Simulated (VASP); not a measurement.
A run of VASP 6.6.1:

Contents of INCAR:

```
SYSTEM = WC2
  PREC = Accurate
  ENCUT = 600
  EDIFF = 1E-7
  ISMEAR = 0
  SIGMA = 0.1
  LREAL = .False.
  LASPH = .True.
  NELM = 80
  ALGO = Normal
  ISIF = 3
  LWAVE = .False.
  LCHARG = .False.
  GGA = PE
  IBRION = 2
  NSW = 100
  EDIFFG = -0.01
```

KPOINTS

```
regular mesh
0
Gamma
  15 15 16
  0 0 0
```

Contents of POSCAR:

```
WC2
1.0
    3.3723885350      0.0000000000      0.0000000000
   -1.6861942675      2.9205741428      0.0000000000
    0.0000000000      0.0000000000      2.7437364092
W C
1 2
Direct
    0.0000000000      0.0000000000      0.0000000000
    0.3333333333      0.6666666667      0.5000000000
    0.6666666667      0.3333333333      0.5000000000
```

Potentials or basis: VASP PAW PBE potentials, release 64 (W_sv, C).

The run is started by

```console
$ cat potpaw_PBE.64/W_sv/POTCAR potpaw_PBE.64/C/POTCAR > POTCAR
$ mpirun -np 1 vasp_std > vasp.out
```

Hardware: 1 thread of Intel(R) Xeon(R) Platinum 8259CL CPU @ 2.50GHz (Skylake/Cascade Lake), on a shared host.

Task: How long does it take, and how much memory?

Result: Run time: 8.8 min on 1 thread of Intel(R) Xeon(R) Platinum 8259CL CPU @ 2.50GHz (Skylake/Cascade Lake) (shared host), peak memory 0.26 GiB. Counts: scf iterations 56, k points 243, ion steps 7.
